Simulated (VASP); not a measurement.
# MgH2 in VASP: notebook

MgH2 is run at these levels: PBE; tasks: single point, relaxation of cell and atoms.

All numbers are computed with VASP 6.6.1; they aren't measurements. Logs are shortened: lines on timing, memory, paths and dates and some standing lists are left out, and cuts for length are marked.

### 1 The cell of the first run

The structure is orthorhombic, space group Cmce (No. 64). Conventional cell: a = 4.812 Å, b = 4.795 Å, c = 4.740 Å, α = 90.00°, β = 90.00°, γ = 90.00°. Mg (site symmetry 2/m) has 8 H at 1.98 to 2.17 Å within 2.6 Å. Within 2.6 Å of H (site symmetry 2) lie 4 Mg at 1.98 to 2.17 Å and 6 H at 2.39 to 2.41 Å.

### 2 Single point, PBE

The input, INCAR:

```
ALGO = Normal
EDIFF = 1E-6
ENCUT = 520
GGA = PE
ISIF = 2
ISMEAR = 0
LASPH = T
LCHARG = F
LREAL = F
LWAVE = F
NBANDS = 13
NELM = 100
PREC = Accurate
SIGMA = 0.1
```

The input, KPOINTS:

```
k-points
0
Gamma
  12 12 8
```

The input, POSCAR:

```
MgH2
1.0
    2.4058298635     -2.3976105088      0.0000000000
    2.4058298635      2.3976105088      0.0000000000
    0.0000000000      0.0000000000      4.7399619122
Mg H
2 4
Direct
    0.0000000000      0.0000000000      0.0000000000
    0.5000000000      0.5000000000      0.5000000000
    0.5349575300      0.9650424700      0.2500000000
    0.9650424700      0.5349575300      0.7500000000
    0.4650424700      0.0349575300      0.7500000000
    0.0349575300      0.4650424700      0.2500000000
```

Potentials or basis: VASP PAW PBE potentials, release 64 (Mg, H).

On the command line:

```sh
cat potpaw_PBE.64/Mg/POTCAR potpaw_PBE.64/H/POTCAR > POTCAR
mpirun -np 1 vasp_std > vasp.out
```

OUTCAR:

```text
EDIFF = 1E-6
   ENCUT = 520
   GGA = PE
   ISIF = 2
   ISMEAR = 0
   LASPH = T
   LREAL = F
   NELM = 100
   PREC = Accurate

 ion  position               nearest neighbor table
   1  0.000  0.000  0.000-   3 1.98   4 1.98   5 1.98   6 1.98   3 2.17   4 2.17   6 2.17   5 2.17
                             2 3.37   2 3.37   2 3.37   2 3.37   2 3.38   2 3.38   2 3.38   2 3.38
   2  0.500  0.500  0.500-   3 1.98   4 1.98   5 1.98   6 1.98   6 2.17   5 2.17   3 2.17   4 2.17
                             1 3.37   1 3.37   1 3.37   1 3.37   1 3.38   1 3.38   1 3.38   1 3.38
   3  0.535  0.965  0.250-   1 1.98   2 1.98   2 2.17   1 2.17
   4  0.965  0.535  0.750-   1 1.98   2 1.98   2 2.17   1 2.17
   5  0.465  0.035  0.750-   1 1.98   2 1.98   1 2.17   2 2.17
   6  0.035  0.465  0.250-   1 1.98   2 1.98   1 2.17   2 2.17

  LATTYP: Found a base centered orthorhombic cell.
 ALAT       =     4.7952210176
 B/A-ratio  =     1.0034281443
 C/A-ratio  =     0.9884762130

  Lattice vectors:

 A1 = (  -2.4058298635,  -2.3976105088,   0.0000000000)
 A2 = (   2.4058298635,  -2.3976105088,   0.0000000000)
 A3 = (   0.0000000000,   0.0000000000,   4.7399619122)

Analysis of symmetry for initial positions (statically):
=====================================================================
 Subroutine PRICEL returns:
 Original cell was already a primitive cell.

 Routine SETGRP: Setting up the symmetry group for a
 base centered orthorhombic supercell.

 Subroutine GETGRP returns: Found  8 space group operations
 (whereof  4 operations were pure point group operations)
 out of a pool of  8 trial point group operations.

The static configuration has the point symmetry C_2h.
 The point group associated with its full space group is D_2h.

Analysis of symmetry for dynamics (positions and initial velocities):
=====================================================================
 Subroutine PRICEL returns:
 Original cell was already a primitive cell.

 Routine SETGRP: Setting up the symmetry group for a
 base centered orthorhombic supercell.

 Subroutine GETGRP returns: Found  8 space group operations
 (whereof  4 operations were pure point group operations)
 out of a pool of  8 trial point group operations.

The dynamic configuration has the point symmetry C_2h.
 The point group associated with its full space group is D_2h.

 Subroutine INISYM returns: Found  8 space group operations
 (whereof  4 operations are pure point group operations),
 and found     1 'primitive' translations

----------------------------------------------------------------------------------------

                                     Primitive cell

  volume of cell :      54.6825
[... 117 lines left out ...]
     AMIX_MAG =   1.60;   BMIX_MAG =  1.00
  volume/ion in A,a.u.               =       9.11        61.50
  Fermi-wavevector in a.u.,A,eV,Ry     =   0.862625  1.630125 10.124392  0.744122
  Thomas-Fermi vector in A             =   1.980455
   LORBIT       =      0    0 simple, 1 ext, 2 COOP (PROOUT), +10 PAW based schemes
   GGA     = PE    functional components
   LHFCALC =     F    Hartree Fock is set to
   AEXX    =    0.0000 exact exchange contribution
   IVDW    =     0    specifies the selected vdW correction
   LEPSILON=     F    determine dielectric tensor
   LRPA    =     F    only Hartree local field effects (RPA)
 non-spin polarized calculation
 Gauss-broadening in eV      SIGMA  =   0.10
  energy-cutoff  :      520.00
  volume of cell :       54.68
 maximum number of plane-waves:      1488
 NGX is ok and might be reduce to    28
   NGX = 13   NGY = 13   NGZ = 17

 number of electron       7.9999997 magnetization

 Free energy of the ion-electron system (eV)
  ---------------------------------------------------
  ext. energy  EPLUGINS =         0.00000000
  ---------------------------------------------------
  free energy    TOTEN  =       -16.99474757 eV

  energy without entropy =      -16.99338962  energy(sigma->0) =      -16.99406859

 E-fermi :   2.8748     XC(G=0):  -8.8867

 val. band max:        2.8628451107   @ k =   0.5000   0.5000   0.2500
 cond. band min:       2.9042041102   @ k =   0.0833   0.0833   0.1250
 fundamental gap:      0.0413589994
 Fermi energy:         2.8748246102

 k-point     1 :       0.0000    0.0000    0.0000
  band No.  band energies     occupation
      1      -6.9798      2.00000
      2      -2.6919      2.00000
      3       0.5297      2.00000
      4       2.6548      1.99814
      5       3.4176      0.00000
      6       7.4862      0.00000
      7       7.9306      0.00000
      8      10.5073      0.00000
      9      11.9189      0.00000
     10      12.2524      0.00000
     11      12.2718      0.00000
     12      14.5845      0.00000
     13      14.6568      0.00000
[... 354 lines left out ...]
  band No.  band energies     occupation
      1      -4.6633      2.00000
      2      -3.0033      2.00000
      3      -0.7664      2.00000
      4       0.6505      2.00000
      5       5.0394      0.00000
      6       5.4736      0.00000
      7       6.9670      0.00000
      8       7.3571      0.00000
      9       9.9674      0.00000
     10      11.3134      0.00000
     11      12.8855      0.00000
     12      13.8549      0.00000
     13      14.9736      0.00000

 [... further k-points ...]

------------------------ aborting loop because EDIFF is reached ----------------------------------------

  FORCE on cell =-STRESS in cart. coord.  units (eV):
  Direction    XX          YY          ZZ          XY          YZ          ZX
  --------------------------------------------------------------------------------------
  -------------------------------------------------------------------------------------
  Total       -0.1267339     -0.1377882     -0.1287597      0.0000000      0.0000000      0.0000000
  in kB       -3.7132562     -4.0371442     -3.7726124      0.0000000      0.0000000      0.0000000
  external PRESSURE =      -3.8410043 kB  Pullay stress =       0.0000000 kB

 VOLUME and BASIS-vectors are now :
 -----------------------------------------------------------------------------
  energy-cutoff  :      520.00
  volume of cell :       54.68
      direct lattice vectors                 reciprocal lattice vectors
     2.405829864 -2.397610509  0.000000000     0.207828495 -0.208540961  0.000000000
     2.405829864  2.397610509  0.000000000     0.207828495  0.208540961  0.000000000
     0.000000000  0.000000000  4.739961912     0.000000000  0.000000000  0.210972159

 POSITION                                       TOTAL-FORCE (eV/Angst)
 -----------------------------------------------------------------------------------
      0.00000      0.00000      0.00000        -0.000000      0.000000      0.000000
      2.40583      0.00000      2.36998         0.000000      0.000000      0.000000
      3.60874      1.03118      1.18499         0.000000     -0.000831      0.000000
      3.60874     -1.03118      3.55497         0.000000      0.000831     -0.000000
      1.20291     -1.03118      3.55497         0.000000      0.000831      0.000000
      1.20291      1.03118      1.18499         0.000000     -0.000831      0.000000
 -----------------------------------------------------------------------------------
    total drift:                                0.000000     -0.000000      0.000000

  FREE ENERGIE OF THE ION-ELECTRON SYSTEM (eV)
  ---------------------------------------------------
  free  energy   TOTEN  =       -16.9947475670 eV

  energy  without entropy=      -16.9933896204  energy(sigma->0) =      -16.99406859
```

OSZICAR:

```text
N       E                     dE             d eps       ncg     rms          rms(c)
DAV:   1    -0.884213498773E+00   -0.88421E+00   -0.30689E+03  5630   0.475E+02
DAV:   2    -0.175328300194E+02   -0.16649E+02   -0.15576E+02  6926   0.728E+01
DAV:   3    -0.183479321336E+02   -0.81510E+00   -0.81315E+00  7118   0.147E+01
DAV:   4    -0.183507917311E+02   -0.28596E-02   -0.28595E-02  6390   0.983E-01
DAV:   5    -0.183508187979E+02   -0.27067E-04   -0.27067E-04  7207   0.993E-02    0.661E+00
DAV:   6    -0.173412916558E+02    0.10095E+01   -0.55137E-01  6245   0.317E+00    0.340E+00
DAV:   7    -0.169876079117E+02    0.35368E+00   -0.86019E-01  6595   0.412E+00    0.582E-01
DAV:   8    -0.169986174886E+02   -0.11010E-01   -0.31752E-02  6220   0.791E-01    0.371E-01
DAV:   9    -0.169946938996E+02    0.39236E-02   -0.56910E-03  6936   0.324E-01    0.238E-02
DAV:  10    -0.169947546764E+02   -0.60777E-04   -0.30340E-04  6524   0.917E-02    0.420E-02
DAV:  11    -0.169947476524E+02    0.70240E-05   -0.51193E-05  6445   0.273E-02    0.441E-03
DAV:  12    -0.169947475670E+02    0.85458E-07   -0.34110E-06  6685   0.920E-03
   1 F= -.16994748E+02 E0= -.16994069E+02  d E =-.135795E-02
```

stdout:

```text
POSCAR found type information on POSCAR MgH
 POSCAR found :  2 types and       6 ions
 scaLAPACK will be used
 LDA part: xc-table for (Slater+PW92), standard interpolation
 POSCAR, INCAR and KPOINTS ok, starting setup
 FFT: planning ... GRIDC
 FFT: planning ... GRID_SOFT
 FFT: planning ... GRID
 WAVECAR not read
 entering main loop
```

It took 78 s on 1 thread of Intel Xeon 6975P-C (Granite Rapids), shared host; peak memory 0.27 GiB.

Results:

```yaml
Free_energy: -16.9947 eV
Pressure: -0.4 GPa
Band_gap_on_the_k_mesh: zero (band 4 reaches 3.20 eV, above the bottom of band 5 at 2.46 eV)
```

Levels at points of the mesh, in eV from the Fermi level:
```tsv
k point	band 2	band 3	band 4	band 5	band 6	band 7
(0.00, 0.00, 0.00)	-5.57	-2.35	-0.22	0.54	4.61	5.06
(0.50, 0.00, 0.00)	-7.00	-3.13	-3.13	2.88	2.88	6.11
(0.50, 0.50, 0.00)	-5.60	-2.70	-2.33	-0.42	0.13	4.52
(0.00, 0.00, 0.50)	-8.36	-1.15	-1.15	5.54	5.54	5.97
(0.50, 0.00, 0.50)	-5.65	-5.55	-5.55	6.61	6.61	6.93
(0.50, 0.50, 0.50)	-4.45	-4.40	-4.40	1.01	1.01	1.39
```

### 3 Single point, PBE

The input, INCAR:

```
SYSTEM = MgH2
ALGO = Normal ; EDIFF = 1E-6
ENCUT = 520 ; GGA = PE
ISIF = 2 ; ISMEAR = 0
LASPH = .TRUE. ; LCHARG = .TRUE.
LELF = .TRUE. ; LREAL = .FALSE.
LVHAR = .TRUE. ; LWAVE = .FALSE.
NBANDS = 13 ; NELM = 100
PREC = Accurate ; SIGMA = 0.1
```

The input, KPOINTS:

```
k-points
0
G
  12 12 8
  0 0 0
```

POSCAR is that of step 2.

Potentials or basis: VASP PAW PBE potentials, release 64 (Mg, H).

On the command line:

```sh
cat potpaw_PBE.64/Mg/POTCAR potpaw_PBE.64/H/POTCAR > POTCAR
mpirun -np 1 vasp_std > vasp.out
```

It took 70 s on 1 thread of Intel Xeon 6975P-C (Granite Rapids), shared host; peak memory 0.28 GiB.

The run converged. Its results:

```
Free energy            : -16.9947 eV
Pressure               : -0.4 GPa
Band gap on the k mesh : zero (band 4 reaches 3.20 eV, above the bottom of band 5 at 2.46 eV)
```

Levels at points of the mesh, in eV from the Fermi level:
| k point | band 2 | band 3 | band 4 | band 5 | band 6 | band 7 |
| --- | --- | --- | --- | --- | --- | --- |
| (0.00, 0.00, 0.00) | -5.57 | -2.35 | -0.22 | 0.54 | 4.61 | 5.06 |
| (0.50, 0.00, 0.00) | -7.00 | -3.13 | -3.13 | 2.88 | 2.88 | 6.11 |
| (0.50, 0.50, 0.00) | -5.60 | -2.70 | -2.33 | -0.42 | 0.13 | 4.52 |
| (0.00, 0.00, 0.50) | -8.36 | -1.15 | -1.15 | 5.54 | 5.54 | 5.97 |
| (0.50, 0.00, 0.50) | -5.65 | -5.55 | -5.55 | 6.61 | 6.61 | 6.93 |
| (0.50, 0.50, 0.50) | -4.45 | -4.40 | -4.40 | 1.01 | 1.01 | 1.39 |

(Part 1 of 2 ends here.)
